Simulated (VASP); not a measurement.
Set up this calculation in VASP 6.6.1, as the native input.

```yaml
Task: single point
Functional: PBE
Potentials_or_basis: VASP PAW PBE potentials, release 64 (Mg, Cd, Se, O)
Cutoff: 600 eV
k_mesh: 8 × 8 × 4
Occupations: gaussian, width 0.01 eV
Spin: no spin polarisation
Dipole_correction: no
Further_INCAR_settings: ALGO = Normal; EDIFF = 1e-06; NBANDS = 31
```

The structure of Mg3CdSe2O2 lies in POSCAR:

```
Mg3CdSe2O2
1.0
    3.8891159576      0.0000000000      0.0000000000
    0.0000000000      3.8891159576      0.0000000000
    0.0000000000      0.0000000000      9.8144154402
Mg Cd Se O
3 1 2 2
Direct
    0.0000000000      0.0000000000      0.0000000000
    0.5000000000      0.5000000000      0.8475188042
    0.5000000000      0.5000000000      0.1524811958
    0.0000000000      0.0000000000      0.5000000000
    0.5000000000      0.0000000000      0.6799215571
    0.0000000000      0.5000000000      0.3200784429
    0.5000000000      0.0000000000      0.0622779210
    0.0000000000      0.5000000000      0.9377220790
```

The input as run:

INCAR

```
  ALGO = Normal
  EDIFF = 1E-6
  ENCUT = 600
  GGA = PE
  GGA_COMPAT = F
  ISIF = 2
  ISMEAR = 0
  LASPH = T
  LCHARG = T
  LELF = T
  LREAL = F
  LVHAR = T
  LWAVE = F
  NBANDS = 31
  NELM = 120
  PREC = Accurate
  SIGMA = 0.01
```

KPOINTS

```
k-points
0
Gamma
  8 8 4
```

Potentials or basis: VASP PAW PBE potentials, release 64 (Mg, Cd, Se, O).

The run is started by

```bash
$ cat potpaw_PBE.64/Mg/POTCAR potpaw_PBE.64/Cd/POTCAR potpaw_PBE.64/Se/POTCAR potpaw_PBE.64/O/POTCAR > POTCAR
$ mpirun -np 1 vasp_std > vasp.out
```

It gave:

- Pressure: -0.1 GPa
- Largest force: 0.051 eV/Å
- Band gap on the k mesh: 1.09 eV (least direct gap 1.16 eV)

Run time: 2.7 min on 1 thread of Oxide Virtual Turin-like Processor (shared host), peak memory 0.42 GiB.
